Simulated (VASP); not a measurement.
# Ag (P6_3/mmc) in VASP: a series of runs, part 2 of 2

VASP 6.6.1.

## 3. Single point, PBE

This run uses another cell than the first one, of 18.76 Å³/atom, 1.020 times its volume.

Contents of INCAR:

```
ALGO     = Fast           # electronic algorithm
EDIFF    = 1E-6           # SCF threshold, eV
ENCUT    = 520            # plane-wave cutoff, eV
GGA      = PE             # functional
ISIF     = 2              # what is computed and relaxed
ISMEAR   = -1             # smearing method
LASPH    = T              # aspherical terms in the spheres
LCHARG   = F              # write CHGCAR
LREAL    = F              # projectors in reciprocal space
LWAVE    = F              # write WAVECAR
NBANDS   = 30             # bands
NELM     = 80             # most SCF steps
PREC     = Accurate       # precision mode
SIGMA    = 0.05           # smearing width, eV
```

Contents of KPOINTS:

```
k-points
0
Gamma
  11 11 3
```

Contents of POSCAR:

```
Ag
1.0
    2.9241806713      0.0000000000      0.0000000000
   -1.4620903357      2.5324147466      0.0000000000
    0.0000000000      0.0000000000     10.1315940382
Ag
4
Direct
    0.0000000000      0.0000000000      0.5000000000
    0.0000000000      0.0000000000      0.0000000000
    0.6666666667      0.3333333333      0.7500000000
    0.3333333333      0.6666666667      0.2500000000
```

Potentials or basis: VASP PAW PBE potentials, release 64 (Ag).

Launch:

```sh
$ cat potpaw_PBE.64/Ag/POTCAR > POTCAR
$ mpirun -np 1 vasp_std > vasp.out
```

OUTCAR:

```text
EDIFF = 1E-6
   ENCUT = 520
   GGA = PE
   ISIF = 2
   ISMEAR = -1
   LASPH = T
   LREAL = F
   NELM = 80
   PREC = Accurate

 ion  position               nearest neighbor table
   1  0.000  0.000  0.500-   3 3.04   4 3.04   3 3.04   4 3.04   3 3.04   4 3.04
   2  0.000  0.000  0.000-   3 3.04   4 3.04   3 3.04   4 3.04   3 3.04   4 3.04
   3  0.667  0.333  0.750-   1 3.04   2 3.04   1 3.04   2 3.04   1 3.04   2 3.04
   4  0.333  0.667  0.250-   1 3.04   2 3.04   1 3.04   2 3.04   1 3.04   2 3.04

  LATTYP: Found a hexagonal cell.
 ALAT       =     2.9241806713
 C/A-ratio  =     3.4647633567

  Lattice vectors:

 A1 = (   2.9241806713,   0.0000000000,   0.0000000000)
 A2 = (  -1.4620903357,   2.5324147466,   0.0000000000)
 A3 = (   0.0000000000,   0.0000000000,  10.1315940382)

Analysis of symmetry for initial positions (statically):
=====================================================================
 Subroutine PRICEL returns:
 Original cell was already a primitive cell.

 Routine SETGRP: Setting up the symmetry group for a
 hexagonal supercell.

 Subroutine GETGRP returns: Found 24 space group operations
 (whereof 12 operations were pure point group operations)
 out of a pool of 24 trial point group operations.

The static configuration has the point symmetry D_3d.
 The point group associated with its full space group is D_6h.

Analysis of symmetry for dynamics (positions and initial velocities):
=====================================================================
 Subroutine PRICEL returns:
 Original cell was already a primitive cell.

 Routine SETGRP: Setting up the symmetry group for a
 hexagonal supercell.

 Subroutine GETGRP returns: Found 24 space group operations
 (whereof 12 operations were pure point group operations)
 out of a pool of 24 trial point group operations.

The dynamic configuration has the point symmetry D_3d.
 The point group associated with its full space group is D_6h.

 Subroutine INISYM returns: Found 24 space group operations
 (whereof 12 operations are pure point group operations),
 and found     1 'primitive' translations

----------------------------------------------------------------------------------------

                                     Primitive cell

  volume of cell :      75.0269

  direct lattice vectors                    reciprocal lattice vectors
     2.924180671  0.000000000  0.000000000     0.341976134  0.197440013  0.000000000
    -1.462090336  2.532414747  0.000000000     0.000000000  0.394880026  0.000000000
     0.000000000  0.000000000 10.131594038     0.000000000  0.000000000  0.098701152

  length of vectors
     2.924180671  2.924180671 10.131594038     0.394880026  0.394880026  0.098701152

  position of ions in fractional coordinates (direct lattice)
     0.000000000  0.000000000  0.500000000
     0.000000000  0.000000000  0.000000000
     0.666666667  0.333333333  0.750000000
     0.333333333  0.666666667  0.250000000

  ion indices of the primitive-cell ions
   primitive index   ion index
                 1           1
                 2           2
                 3           3
                 4           4

[... 25 lines left out ...]

 Following reciprocal coordinates:
            Coordinates               Weight
  0.000000  0.000000  0.000000      1.000000
  0.090909  0.000000  0.000000      6.000000
  0.181818  0.000000  0.000000      6.000000
  0.272727  0.000000  0.000000      6.000000
  0.363636  0.000000  0.000000      6.000000
  0.454545  0.000000  0.000000      6.000000
[... 16 lines left out ...]
  0.090909  0.090909  0.333333     12.000000
  0.181818  0.090909  0.333333     24.000000
 [... further k-points ...]
   k-points           NKPTS =     32   k-points in BZ     NKDIM =     32   number of bands    NBANDS=     30
   number of dos      NEDOS =    301   number of ions     NIONS =      4
   total plane-waves  NPLWV =  46080
   dimension x,y,z NGX =    24 NGY =   24 NGZ =   80
   dimension x,y,z NGXF=    48 NGYF=   48 NGZF=  160
   ions per type =               4
   NGX,Y,Z   is equivalent  to a cutoff of  13.64, 13.64, 13.13 a.u.
   NGXF,Y,Z  is equivalent  to a cutoff of  27.29, 27.29, 26.25 a.u.
 SYSTEM =  unknown system
   PREC   = accura    normal or accurate (medium, high low for compatibility)
   ISTART =      0    job   : 0-new  1-cont  2-samecut
   ICHARG =      2    charge: 1-file 2-atom 10-const
   ISPIN  =      1    spin polarized calculation?
   LNONCOLLINEAR =      F non collinear calculations
   LSORBIT =      F    spin-orbit coupling
   LASPH  =      T    aspherical Exc in radial PAW
   ENCUT  =  520.0 eV  38.22 Ry    6.18 a.u.   5.44  5.44 18.84*2*pi/ulx,y,z
   NELM   =     80;   NELMIN=  2; NELMDL= -5     # of ELM steps
   EDIFF  = 0.1E-05   stopping-criterion for ELM
   LREAL  =      F    real-space projection
   EDIFFG = 0.1E-04   stopping-criterion for IOM
   NSW    =      0    number of steps for IOM
   IBRION =     -1    ionic relax: 0-MD 1-quasi-New 2-CG
   NFREE  =      0    steps in history (QN), initial steepest desc. (CG)
   ISIF   =      2    stress and relaxation
   ISYM   =      2    0-nonsym 1-usesym 2-fastsym
   POTIM  = 0.5000    time-step for ionic-motion
   TEBEG  =    0.0;   TEEND  =   0.0 temperature during run
   PSTRESS=    0.0 pullay stress
   NELECT =      44.0000    total number of electrons
   NUPDOWN=      -1.0000    fix difference up-down
   EMIN   =  10.00;   EMAX   =-10.00  energy-range for DOS
   EFERMI =   0.00;   METHOD = LEGACY
   ISMEAR =    -1;   SIGMA  =   0.05  broadening in eV -4-tet -1-fermi 0-gaus
   EFERMI_NEDOS =   21; number of points for ismear=-14 and -15
   IALGO  =     68    algorithm
   IMIX   =      4    mixing-type and parameters
     AMIX     =   0.40;   BMIX     =  1.00
     AMIX_MAG =   1.60;   BMIX_MAG =  1.00
  volume/ion in A,a.u.               =      18.76       126.58
  Fermi-wavevector in a.u.,A,eV,Ry     =   1.370314  2.589518 25.548485  1.877761
  Thomas-Fermi vector in A             =   2.496111
   LORBIT       =      0    0 simple, 1 ext, 2 COOP (PROOUT), +10 PAW based schemes
   GGA     = PE    functional components
   LHFCALC =     F    Hartree Fock is set to
   AEXX    =    0.0000 exact exchange contribution
   IVDW    =     0    specifies the selected vdW correction
   LEPSILON=     F    determine dielectric tensor
   LRPA    =     F    only Hartree local field effects (RPA)
 non-spin polarized calculation
 RMM-DIIS sequential band-by-band and
  energy-cutoff  :      520.00
  volume of cell :       75.03
 maximum number of plane-waves:      2077
 NGX is ok and might be reduce to    24
   NGX = 11   NGY = 11   NGZ = 37

 number of electron      43.9999996 magnetization

 Free energy of the ion-electron system (eV)
  ---------------------------------------------------
  ext. energy  EPLUGINS =         0.00000000
  ---------------------------------------------------
  free energy    TOTEN  =       -10.79473331 eV

  energy without entropy =      -10.77987862  energy(sigma->0) =      -10.78730597

 E-fermi :   7.2357     XC(G=0): -11.6466

 val. band max:        7.2249527252   @ k =   0.2727   0.0909   0.3333
 cond. band min:       7.2495004047   @ k =   0.2727   0.1818   0.0000
 fundamental gap:      0.0245476794
 Fermi energy:         7.2356521441

 k-point     1 :       0.0000    0.0000    0.0000
  band No.  band energies     occupation
      1       0.0773      2.00000
      2       1.1920      2.00000
      3       1.1940      2.00000
      4       1.2690      2.00000
      5       2.4786      2.00000
      6       2.6969      2.00000
[... 781 lines left out ...]
     29      19.4289      0.00000
     30      19.9546      0.00000

 [... further k-points ...]

------------------------ aborting loop because EDIFF is reached ----------------------------------------

  FORCE on cell =-STRESS in cart. coord.  units (eV):
  Direction    XX          YY          ZZ          XY          YZ          ZX
  --------------------------------------------------------------------------------------
  -------------------------------------------------------------------------------------
  Total       -1.2067862     -1.2067862     -2.6461042      0.0000000      0.0000000      0.0000000
  in kB      -25.7705749    -25.7705749    -56.5067993      0.0000000      0.0000000      0.0000000
  external PRESSURE =     -36.0159830 kB  Pullay stress =       0.0000000 kB

 VOLUME and BASIS-vectors are now :
 -----------------------------------------------------------------------------
  energy-cutoff  :      520.00
  volume of cell :       75.03
      direct lattice vectors                 reciprocal lattice vectors
     2.924180671  0.000000000  0.000000000     0.341976134  0.197440013  0.000000000
    -1.462090336  2.532414747  0.000000000     0.000000000  0.394880026  0.000000000
     0.000000000  0.000000000 10.131594038     0.000000000  0.000000000  0.098701152

 POSITION                                       TOTAL-FORCE (eV/Angst)
 -----------------------------------------------------------------------------------
      0.00000      0.00000      5.06580         0.000000      0.000000     -0.000000
      0.00000      0.00000      0.00000        -0.000000      0.000000     -0.000000
      1.46209      0.84414      7.59870         0.000000     -0.000000      0.000000
     -0.00000      1.68828      2.53290        -0.000000      0.000000     -0.000000
 -----------------------------------------------------------------------------------
    total drift:                               -0.000000      0.000000     -0.000000

  FREE ENERGIE OF THE ION-ELECTRON SYSTEM (eV)
  ---------------------------------------------------
  free  energy   TOTEN  =       -10.7947333103 eV

  energy  without entropy=      -10.7798786207  energy(sigma->0) =      -10.78730597
```

Run time: 30 s. Hardware: 1 thread of Intel Xeon 6975P-C (Granite Rapids), shared host; peak memory 0.22 GiB.

What came out:

| Property | Result |
| --- | --- |
| Free energy | -10.7947 eV |
| Pressure | -3.6 GPa |
| Band gap on the k mesh | zero (band 22 reaches 9.93 eV, above the bottom of band 23 at 4.10 eV) |

Levels at points of the mesh, in eV from the Fermi level:
```csv
k point,band 21,band 22,band 23,band 24,band 25,band 26
"(0.00, 0.00, 0.00)",-3.37,-3.08,-3.08,-0.57,2.31,9.19
```

## 4. Single point, PBE

This run uses another cell than the first one, of 19.12 Å³/atom, 1.039 times its volume.

Contents of INCAR:

```
PREC = Accurate
ENCUT = 520
EDIFF = 1E-6
ISMEAR = -1
SIGMA = 0.05
LREAL = F
LASPH = T
NELM = 100
ALGO = Fast
ISIF = 2
LWAVE = F
LCHARG = T
GGA = PE
LELF = T
LVHAR = T
NBANDS = 30
```

Contents of KPOINTS:

```
Automatic mesh
0
Gamma
  11 11 3
```

Contents of POSCAR:

```
Ag
1.0
    2.9428065281      0.0000000000      0.0000000000
   -1.4714032640      2.5485452117      0.0000000000
    0.0000000000      0.0000000000     10.1961282242
Ag
4
Direct
    0.0000000000      0.0000000000      0.5000000000
    0.0000000000      0.0000000000      0.0000000000
    0.6666666667      0.3333333333      0.7500000000
    0.3333333333      0.6666666667      0.2500000000
```

Potentials or basis: VASP PAW PBE potentials, release 64 (Ag).

Launch:

```sh
$ cat potpaw_PBE.64/Ag/POTCAR > POTCAR
$ mpirun -np 1 vasp_std > vasp.out
```

OUTCAR:

```text
PREC = Accurate
   ENCUT = 520
   EDIFF = 1E-6
   ISMEAR = -1
   LREAL = F
   LASPH = T
   NELM = 100
   ISIF = 2
   GGA = PE

 ion  position               nearest neighbor table
   1  0.000  0.000  0.500-   3 3.06   4 3.06   4 3.06   3 3.06   3 3.06   4 3.06
   2  0.000  0.000  0.000-   3 3.06   4 3.06   4 3.06   3 3.06   3 3.06   4 3.06
   3  0.667  0.333  0.750-   1 3.06   2 3.06   1 3.06   2 3.06   1 3.06   2 3.06
   4  0.333  0.667  0.250-   1 3.06   2 3.06   1 3.06   2 3.06   1 3.06   2 3.06

  LATTYP: Found a hexagonal cell.
 ALAT       =     2.9428065281
 C/A-ratio  =     3.4647633566

  Lattice vectors:

 A1 = (   2.9428065281,   0.0000000000,   0.0000000000)
 A2 = (  -1.4714032640,   2.5485452117,   0.0000000000)
 A3 = (   0.0000000000,   0.0000000000,  10.1961282242)

Analysis of symmetry for initial positions (statically):
=====================================================================
 Subroutine PRICEL returns:
 Original cell was already a primitive cell.

 Routine SETGRP: Setting up the symmetry group for a
 hexagonal supercell.

[... 171 lines left out ...]
  energy without entropy =      -10.74227219  energy(sigma->0) =      -10.74960537

 E-fermi :   7.0018     XC(G=0): -11.5370

 val. band max:        6.9843786059   @ k =   0.2727   0.0909   0.3333
 cond. band min:       7.0102954202   @ k =   0.2727   0.1818   0.0000
 fundamental gap:      0.0259168142
 Fermi energy:         7.0017886911

 k-point     1 :       0.0000    0.0000    0.0000
  band No.  band energies     occupation
      1      -0.0297      2.00000
      2       1.0651      2.00000
      3       1.0671      2.00000
      4       1.1381      2.00000
      5       2.3093      2.00000
      6       2.5209      2.00000
[... 781 lines left out ...]
     29      19.0472      0.00000
     30      19.5554      0.00000

 [... further k-points ...]

------------------------ aborting loop because EDIFF is reached ----------------------------------------

  FORCE on cell =-STRESS in cart. coord.  units (eV):
  Direction    XX          YY          ZZ          XY          YZ          ZX
  --------------------------------------------------------------------------------------
  -------------------------------------------------------------------------------------
  Total       -1.8593951     -1.8593951     -3.1624285     -0.0000000     -0.0000000      0.0000000
  in kB      -38.9576663    -38.9576663    -66.2585554     -0.0000000     -0.0000000      0.0000000
  external PRESSURE =     -48.0579626 kB  Pullay stress =       0.0000000 kB

 VOLUME and BASIS-vectors are now :
 -----------------------------------------------------------------------------
  energy-cutoff  :      520.00
  volume of cell :       76.47
      direct lattice vectors                 reciprocal lattice vectors
     2.942806528  0.000000000  0.000000000     0.339811670  0.196190359  0.000000000
    -1.471403264  2.548545212  0.000000000     0.000000000  0.392380718  0.000000000
     0.000000000  0.000000000 10.196128224     0.000000000  0.000000000  0.098076444

 POSITION                                       TOTAL-FORCE (eV/Angst)
 -----------------------------------------------------------------------------------
      0.00000      0.00000      5.09806         0.000000      0.000000     -0.000000
      0.00000      0.00000      0.00000         0.000000      0.000000     -0.000000
      1.47140      0.84952      7.64710         0.000000      0.000000     -0.000000
     -0.00000      1.69903      2.54903        -0.000000     -0.000000      0.000000
 -----------------------------------------------------------------------------------
    total drift:                               -0.000000      0.000000     -0.000000

  FREE ENERGIE OF THE ION-ELECTRON SYSTEM (eV)
  ---------------------------------------------------
  free  energy   TOTEN  =       -10.7569385554 eV

  energy  without entropy=      -10.7422721876  energy(sigma->0) =      -10.74960537
```

stdout:

```text
POSCAR found type information on POSCAR Ag
 POSCAR found :  1 types and       4 ions
 scaLAPACK will be used
 LDA part: xc-table for (Slater+PW92), standard interpolation
 POSCAR, INCAR and KPOINTS ok, starting setup
 FFT: planning ... GRIDC
 FFT: planning ... GRID_SOFT
 FFT: planning ... GRID
 WAVECAR not read
 entering main loop
```

Wall time 30 s (1 thread of Intel Xeon 6975P-C (Granite Rapids), shared host); peak memory 0.22 GiB.

Results:

* Free energy: -10.7569 eV
* Pressure: -4.8 GPa
* Band gap on the k mesh: zero (band 22 reaches 9.65 eV, above the bottom of band 23 at 3.88 eV)

## 5. Overview

| cell | gap on the mesh (eV) | pressure (GPa) |
| --- | --- | --- |
| a = 2.905, b = 2.905, c = 10.066 Å, angles 90.0, 90.0, 120.0°, 4 atoms | none | -2.3 |
| a = 2.924, b = 2.924, c = 10.132 Å, angles 90.0, 90.0, 120.0°, 4 atoms | none | -3.6 |
| a = 2.943, b = 2.943, c = 10.196 Å, angles 90.0, 90.0, 120.0°, 4 atoms | none | -4.8 |

Alike in all rows: task single point; level PBE; potentials or basis VASP PAW PBE potentials, release 64 (Ag); no spin polarisation; k mesh 11 × 11 × 3; cutoff (eV) 520; smearing fermi-dirac 0.05 eV.

Absolute energies hang on the potentials; compare differences alone.
